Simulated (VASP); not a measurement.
# MgO (P6_3mc) in VASP: further runs, part 3 of 3

VASP 6.6.1. The steps go on from the part before.

## Step 5: Single point, PBEsol (c/a of the conventional cell at fixed volume 1.4283)

INCAR reads:

```
SYSTEM = MgO
PREC     = Accurate       ! precision mode
ENCUT    = 520            ! plane-wave cutoff, eV
EDIFF    = 1E-6           ! SCF threshold, eV
ISMEAR   = 0              ! smearing method
SIGMA    = 0.05           ! smearing width, eV
LREAL    = .FALSE.        ! projectors in reciprocal space
LASPH    = .TRUE.         ! aspherical terms in the spheres
NELM     = 80             ! most SCF steps
ALGO     = Normal         ! electronic algorithm
ISIF     = 2              ! what is computed and relaxed
LWAVE    = .FALSE.        ! write WAVECAR
LCHARG   = .FALSE.        ! write CHGCAR
GGA      = PS             ! functional
NBANDS   = 16             ! bands
```

KPOINTS reads:

```
Automatic mesh
0
G
  9 9 6
  0 0 0
```

POSCAR reads:

```
MgO
1.0
    3.3722815741      0.0000000000      0.0000000000
   -1.6861407870      2.9204815119      0.0000000000
    0.0000000000      0.0000000000      4.8166297723
Mg O
2 2
Direct
    0.3333333333      0.6666666667      0.0154725274
    0.6666666667      0.3333333333      0.5154725274
    0.3333333333      0.6666666667      0.4009416620
    0.6666666667      0.3333333333      0.9009416620
```

Potentials or basis: VASP PAW PBE potentials, release 64 (Mg, O).

On the command line:

```bash
$ cat potpaw_PBE.64/Mg/POTCAR potpaw_PBE.64/O/POTCAR > POTCAR
$ mpirun -np 1 vasp_std > vasp.out
```

OUTCAR:

```text
SYSTEM = MgO
   PREC = Accurate
   ENCUT = 520
   EDIFF = 1E-6
   ISMEAR = 0
   LREAL = .FALSE.
   LASPH = .TRUE.
   NELM = 80
   ISIF = 2
   GGA = PS

 ion  position               nearest neighbor table
   1  0.333  0.667  0.015-   3 1.86   4 2.02   4 2.02   4 2.02   2 3.10   2 3.10   2 3.10   2 3.10
                             2 3.10   2 3.10
   2  0.667  0.333  0.515-   4 1.86   3 2.02   3 2.02   3 2.02   1 3.10   1 3.10   1 3.10   1 3.10
                             1 3.10   1 3.10
   3  0.333  0.667  0.401-   1 1.86   2 2.02   2 2.02   2 2.02
   4  0.667  0.333  0.901-   2 1.86   1 2.02   1 2.02   1 2.02

  LATTYP: Found a hexagonal cell.
 ALAT       =     3.3722815741
 C/A-ratio  =     1.4283000000

  Lattice vectors:

 A1 = (   3.3722815741,   0.0000000000,   0.0000000000)
 A2 = (  -1.6861407870,   2.9204815119,   0.0000000000)
 A3 = (   0.0000000000,   0.0000000000,   4.8166297723)

Analysis of symmetry for initial positions (statically):
=====================================================================
 Subroutine PRICEL returns:
 Original cell was already a primitive cell.

 Routine SETGRP: Setting up the symmetry group for a
 hexagonal supercell.

 Subroutine GETGRP returns: Found 12 space group operations
 (whereof  6 operations were pure point group operations)
 out of a pool of 24 trial point group operations.

The static configuration has the point symmetry C_3v.
 The point group associated with its full space group is C_6v.

Analysis of symmetry for dynamics (positions and initial velocities):
=====================================================================
 Subroutine PRICEL returns:
 Original cell was already a primitive cell.

 Routine SETGRP: Setting up the symmetry group for a
 hexagonal supercell.

 Subroutine GETGRP returns: Found 12 space group operations
 (whereof  6 operations were pure point group operations)
 out of a pool of 24 trial point group operations.

The dynamic configuration has the point symmetry C_3v.
 The point group associated with its full space group is C_6v.

 Subroutine INISYM returns: Found 12 space group operations
 (whereof  6 operations are pure point group operations),
 and found     1 'primitive' translations

----------------------------------------------------------------------------------------

                                     Primitive cell

  volume of cell :      47.4375

  direct lattice vectors                    reciprocal lattice vectors
     3.372281574  0.000000000  0.000000000     0.296535143  0.171204645  0.000000000
    -1.686140787  2.920481512  0.000000000     0.000000000  0.342409290  0.000000000
     0.000000000  0.000000000  4.816629772     0.000000000  0.000000000  0.207614047

  length of vectors
     3.372281574  3.372281574  4.816629772     0.342409290  0.342409290  0.207614047

  position of ions in fractional coordinates (direct lattice)
     0.333333333  0.666666667  0.015472527
     0.666666667  0.333333333  0.515472527
     0.333333333  0.666666667  0.400941662
     0.666666667  0.333333333  0.900941662

  ion indices of the primitive-cell ions
   primitive index   ion index
                 1           1
                 2           2
                 3           3
                 4           4

----------------------------------------------------------------------------------------

[... 23 lines left out ...]

 Following reciprocal coordinates:
            Coordinates               Weight
  0.000000  0.000000  0.000000      1.000000
  0.111111  0.000000  0.000000      6.000000
  0.222222  0.000000  0.000000      6.000000
  0.333333 -0.000000  0.000000      6.000000
  0.444444  0.000000  0.000000      6.000000
  0.111111  0.111111  0.000000      6.000000
[... 16 lines left out ...]
  0.333333  0.222222  0.166667     24.000000
  0.333333  0.333333  0.166667      4.000000
 [... further k-points ...]
   k-points           NKPTS =     48   k-points in BZ     NKDIM =     48   number of bands    NBANDS=     16
   number of dos      NEDOS =    301   number of ions     NIONS =      4
   total plane-waves  NPLWV =  28224
   dimension x,y,z NGX =    28 NGY =   28 NGZ =   36
   dimension x,y,z NGXF=    56 NGYF=   56 NGZF=   72
   ions per type =               2   2
   NGX,Y,Z   is equivalent  to a cutoff of  13.80, 13.80, 12.43 a.u.
   NGXF,Y,Z  is equivalent  to a cutoff of  27.61, 27.61, 24.85 a.u.
 SYSTEM =  MgO
   PREC   = accura    normal or accurate (medium, high low for compatibility)
   ISTART =      0    job   : 0-new  1-cont  2-samecut
   ICHARG =      2    charge: 1-file 2-atom 10-const
   ISPIN  =      1    spin polarized calculation?
   LNONCOLLINEAR =      F non collinear calculations
   LSORBIT =      F    spin-orbit coupling
   LASPH  =      T    aspherical Exc in radial PAW
   ENCUT  =  520.0 eV  38.22 Ry    6.18 a.u.   6.27  6.27  8.96*2*pi/ulx,y,z
   NELM   =     80;   NELMIN=  2; NELMDL= -5     # of ELM steps
   EDIFF  = 0.1E-05   stopping-criterion for ELM
   LREAL  =      F    real-space projection
   EDIFFG = 0.1E-04   stopping-criterion for IOM
   NSW    =      0    number of steps for IOM
   IBRION =     -1    ionic relax: 0-MD 1-quasi-New 2-CG
   NFREE  =      0    steps in history (QN), initial steepest desc. (CG)
   ISIF   =      2    stress and relaxation
   ISYM   =      2    0-nonsym 1-usesym 2-fastsym
   POTIM  = 0.5000    time-step for ionic-motion
   TEBEG  =    0.0;   TEEND  =   0.0 temperature during run
   PSTRESS=    0.0 pullay stress
   NELECT =      16.0000    total number of electrons
   NUPDOWN=      -1.0000    fix difference up-down
   EMIN   =  10.00;   EMAX   =-10.00  energy-range for DOS
   EFERMI =   0.00;   METHOD = LEGACY
   ISMEAR =     0;   SIGMA  =   0.05  broadening in eV -4-tet -1-fermi 0-gaus
   EFERMI_NEDOS =   21; number of points for ismear=-14 and -15
   IALGO  =     38    algorithm
   IMIX   =      4    mixing-type and parameters
     AMIX     =   0.40;   BMIX     =  1.00
     AMIX_MAG =   1.60;   BMIX_MAG =  1.00
  volume/ion in A,a.u.               =      11.86        80.03
  Fermi-wavevector in a.u.,A,eV,Ry     =   1.139570  2.153475 17.668792  1.298620
  Thomas-Fermi vector in A             =   2.276273
   LORBIT       =      0    0 simple, 1 ext, 2 COOP (PROOUT), +10 PAW based schemes
   GGA     = PS    functional components
   LHFCALC =     F    Hartree Fock is set to
   AEXX    =    0.0000 exact exchange contribution
   IVDW    =     0    specifies the selected vdW correction
   LEPSILON=     F    determine dielectric tensor
   LRPA    =     F    only Hartree local field effects (RPA)
 non-spin polarized calculation
 Gauss-broadening in eV      SIGMA  =   0.05
  energy-cutoff  :      520.00
  volume of cell :       47.44
 maximum number of plane-waves:      1302
 NGX is ok and might be reduce to    28

 number of electron      15.9999998 magnetization

 Free energy of the ion-electron system (eV)
  ---------------------------------------------------
  ext. energy  EPLUGINS =         0.00000000
  ---------------------------------------------------
  free energy    TOTEN  =       -24.35108923 eV

  energy without entropy =      -24.35108923  energy(sigma->0) =      -24.35108923

 E-fermi :   1.2719     XC(G=0):  -9.9481

 val. band max:        0.9704987001   @ k =   0.0000   0.0000   0.0000
 cond. band min:       4.3070663481   @ k =   0.0000   0.0000   0.0000
 fundamental gap:      3.3365676480
 Fermi energy:         1.2718660626

 k-point     1 :       0.0000    0.0000    0.0000
  band No.  band energies     occupation
      1     -15.1925      2.00000
      2     -14.2836      2.00000
      3      -2.2084      2.00000
      4       0.1482      2.00000
      5       0.1482      2.00000
      6       0.5646      2.00000
[... 433 lines left out ...]
      3      -1.7568      2.00000
      4      -1.2704      2.00000
      5      -1.2704      2.00000
      6      -0.3074      2.00000
[... 8 lines left out ...]
     15      14.4658      0.00000
     16      17.7404      0.00000

 [... further k-points ...]
[... 5 lines left out ...]
  --------------------------------------------------------------------------------------
  -------------------------------------------------------------------------------------
  Total       -1.7317002     -1.7317002      4.7297666     -0.0000000     -0.0000000      0.0000000
  in kB      -58.4873199    -58.4873199    159.7455386     -0.0000000     -0.0000000      0.0000000
  external PRESSURE =      14.2569662 kB  Pullay stress =       0.0000000 kB

 VOLUME and BASIS-vectors are now :
 -----------------------------------------------------------------------------
  energy-cutoff  :      520.00
  volume of cell :       47.44
      direct lattice vectors                 reciprocal lattice vectors
     3.372281574  0.000000000  0.000000000     0.296535143  0.171204645  0.000000000
    -1.686140787  2.920481512  0.000000000     0.000000000  0.342409290  0.000000000
     0.000000000  0.000000000  4.816629772     0.000000000  0.000000000  0.207614047

 POSITION                                       TOTAL-FORCE (eV/Angst)
 -----------------------------------------------------------------------------------
     -0.00000      1.94699      0.07453        -0.000000      0.000000     -1.447699
      1.68614      0.97349      2.48284         0.000000     -0.000000     -1.447699
     -0.00000      1.94699      1.93119        -0.000000     -0.000000      1.447699
      1.68614      0.97349      4.33950         0.000000      0.000000      1.447699
 -----------------------------------------------------------------------------------
    total drift:                               -0.000000      0.000000     -0.000435

  FREE ENERGIE OF THE ION-ELECTRON SYSTEM (eV)
  ---------------------------------------------------
  free  energy   TOTEN  =       -24.3510892266 eV

  energy  without entropy=      -24.3510892266  energy(sigma->0) =      -24.35108923
```

It took 18 s on 1 thread of Intel Xeon 6975P-C (Granite Rapids), shared host; peak memory 0.18 GiB.

What came out:

* Free energy: -24.3511 eV
* Pressure: 1.4 GPa
* Largest force: 1.448 eV/Å
* Band gap on the k mesh: 3.34 eV, direct

Forces in eV/Å, atoms in the order of the input:
```
Mg   0.000  0.000 -1.448
Mg   0.000  0.000 -1.448
O    0.000  0.000  1.448
O    0.000  0.000  1.448
```

Stress tensor (GPa, compression positive):
```
-5.85  0.00  0.00
 0.00 -5.85  0.00
 0.00  0.00 15.97
```

Levels at points of the mesh, in eV from the valence-band top:
```tsv
k point	band 6	band 7	band 8	band 9	band 10	band 11
(0.00, 0.00, 0.00)	-0.41	-0.41	0.00	3.34	8.22	10.49
(0.00, 0.00, 0.50)	-0.62	-0.62	-0.62	5.82	5.82	13.47
```

Caveat: the PAW data sets were made with another functional, which shifts forces and pressure a little. A k mesh can miss the band edges.

## Step 6: Single point, PBEsol

This run uses another cell than the first one, of the same volume but with other edges.

INCAR reads:

```
SYSTEM = MgO
ALGO     = Normal         ! electronic algorithm
EDIFF    = 1E-6           ! SCF threshold, eV
ENCUT    = 520            ! plane-wave cutoff, eV
GGA      = PS             ! functional
ISIF     = 2              ! what is computed and relaxed
ISMEAR   = 0              ! smearing method
LASPH    = .TRUE.         ! aspherical terms in the spheres
LCHARG   = .FALSE.        ! write CHGCAR
LREAL    = .FALSE.        ! projectors in reciprocal space
LWAVE    = .FALSE.        ! write WAVECAR
NBANDS   = 16             ! bands
NELM     = 60             ! most SCF steps
PREC     = Accurate       ! precision mode
SIGMA    = 0.05           ! smearing width, eV
```

KPOINTS reads:

```
k-points
0
G
  9 9 6
  0 0 0
```

POSCAR reads:

```
MgO
1.0
    3.3034678116      0.0000000000      0.0000000000
   -1.6517339058      2.8608870454      0.0000000000
    0.0000000000      0.0000000000      5.0193879762
Mg O
2 2
Direct
    0.3333333333      0.6666666667      0.0036583380
    0.6666666667      0.3333333333      0.5036583380
    0.3333333333      0.6666666667      0.4009416620
    0.6666666667      0.3333333333      0.9009416620
```

Potentials or basis: VASP PAW PBE potentials, release 64 (Mg, O).

On the command line:

```bash
$ cat potpaw_PBE.64/Mg/POTCAR potpaw_PBE.64/O/POTCAR > POTCAR
$ mpirun -np 1 vasp_std > vasp.out
```

OUTCAR:

```text
SYSTEM = MgO
   EDIFF = 1E-6
   ENCUT = 520
   GGA = PS
   ISIF = 2
   ISMEAR = 0
   LASPH = .TRUE.
   LREAL = .FALSE.
   NELM = 60
   PREC = Accurate

 ion  position               nearest neighbor table
   1  0.333  0.667  0.004-   4 1.98   4 1.98   4 1.98   3 1.99   2 3.15   2 3.15   2 3.15   2 3.15
                             2 3.15   2 3.15
   2  0.667  0.333  0.504-   3 1.98   3 1.98   3 1.98   4 1.99   1 3.15   1 3.15   1 3.15   1 3.15
                             1 3.15   1 3.15
   3  0.333  0.667  0.401-   2 1.98   2 1.98   2 1.98   1 1.99
   4  0.667  0.333  0.901-   1 1.98   1 1.98   1 1.98   2 1.99

  LATTYP: Found a hexagonal cell.
 ALAT       =     3.3034678116
 C/A-ratio  =     1.5194299634

  Lattice vectors:

 A1 = (   3.3034678116,   0.0000000000,   0.0000000000)
 A2 = (  -1.6517339058,   2.8608870454,   0.0000000000)
 A3 = (   0.0000000000,   0.0000000000,   5.0193879762)

Analysis of symmetry for initial positions (statically):
=====================================================================
 Subroutine PRICEL returns:
[... 174 lines left out ...]
  free energy    TOTEN  =       -24.55049495 eV

  energy without entropy =      -24.55049495  energy(sigma->0) =      -24.55049495

 E-fermi :   1.1891     XC(G=0):  -9.9580

 val. band max:        0.9704371530   @ k =   0.0000   0.0000   0.0000
 cond. band min:       4.3251729397   @ k =   0.0000   0.0000   0.0000
 fundamental gap:      3.3547357867
 Fermi energy:         1.1891359007

 k-point     1 :       0.0000    0.0000    0.0000
  band No.  band energies     occupation
      1     -15.1770      2.00000
      2     -14.3686      2.00000
      3      -2.3305      2.00000
      4       0.2373      2.00000
      5       0.2373      2.00000
      6       0.5661      2.00000
[... 433 lines left out ...]
      3      -1.7211      2.00000
      4      -1.2239      2.00000
      5      -1.2239      2.00000
      6      -0.4498      2.00000
[... 8 lines left out ...]
     15      14.2766      0.00000
     16      18.1698      0.00000

 [... further k-points ...]
[... 5 lines left out ...]
  --------------------------------------------------------------------------------------
  -------------------------------------------------------------------------------------
  Total       -0.0962111     -0.0962111     -0.0872707      0.0000000      0.0000000      0.0000000
  in kB       -3.2494810     -3.2494810     -2.9475244      0.0000000      0.0000000      0.0000000
  external PRESSURE =      -3.1488288 kB  Pullay stress =       0.0000000 kB

 VOLUME and BASIS-vectors are now :
 -----------------------------------------------------------------------------
  energy-cutoff  :      520.00
  volume of cell :       47.44
      direct lattice vectors                 reciprocal lattice vectors
     3.303467812  0.000000000  0.000000000     0.302712197  0.174770969  0.000000000
    -1.651733906  2.860887045  0.000000000     0.000000000  0.349541937  0.000000000
     0.000000000  0.000000000  5.019387976     0.000000000  0.000000000  0.199227476

 POSITION                                       TOTAL-FORCE (eV/Angst)
 -----------------------------------------------------------------------------------
     -0.00000      1.90726      0.01836         0.000000     -0.000000      0.002762
      1.65173      0.95363      2.52806        -0.000000      0.000000      0.002762
     -0.00000      1.90726      2.01248        -0.000000      0.000000     -0.002762
      1.65173      0.95363      4.52218         0.000000     -0.000000     -0.002762
 -----------------------------------------------------------------------------------
    total drift:                               -0.000000      0.000000      0.001501

  FREE ENERGIE OF THE ION-ELECTRON SYSTEM (eV)
  ---------------------------------------------------
  free  energy   TOTEN  =       -24.5504949545 eV

  energy  without entropy=      -24.5504949545  energy(sigma->0) =      -24.55049495
```

Wall time 18 s (1 thread of Intel Xeon 6975P-C (Granite Rapids), shared host); peak memory 0.19 GiB.

What came out:

| Item | Value |
| --- | --- |
| Free energy | -24.5505 eV |
| Pressure | -0.3 GPa |
| Band gap on the k mesh | 3.35 eV, direct |

Forces on the atoms (eV/Å):
```
Mg   0.000  0.000  0.003
Mg   0.000  0.000  0.003
O    0.000  0.000 -0.003
O    0.000  0.000 -0.003
```

Caveat: the PAW data sets were made with another functional, which shifts forces and pressure a little. A k mesh can miss the band edges.

## Step 7: Overview

```tsv
cell	gap on the mesh (eV)	pressure (GPa)	largest force (eV/Å)
a = 3.372, b = 3.372, c = 4.817 Å, angles 90.0, 90.0, 120.0°, 4 atoms	3.34	1.4	1.45
a = 3.240, b = 3.240, c = 5.218 Å, angles 90.0, 90.0, 120.0°, 4 atoms	3.17	3.8	0.85
a = 3.303, b = 3.303, c = 5.019 Å, angles 90.0, 90.0, 120.0°, 4 atoms	3.35	-0.3	-
```

Some of these runs hold the atoms at other places in the same cell, which the table doesn't show; runs alike in all that it shows share one row.

Alike in all rows: task single point; level PBEsol; potentials or basis VASP PAW PBE potentials, release 64 (Mg, O); no spin polarisation; k mesh 9 × 9 × 6; cutoff (eV) 520; smearing gaussian 0.05 eV.

Caveats: the PAW data sets were made with another functional, which shifts forces and pressure a little.

Absolute energies hang on the potentials; compare differences alone.
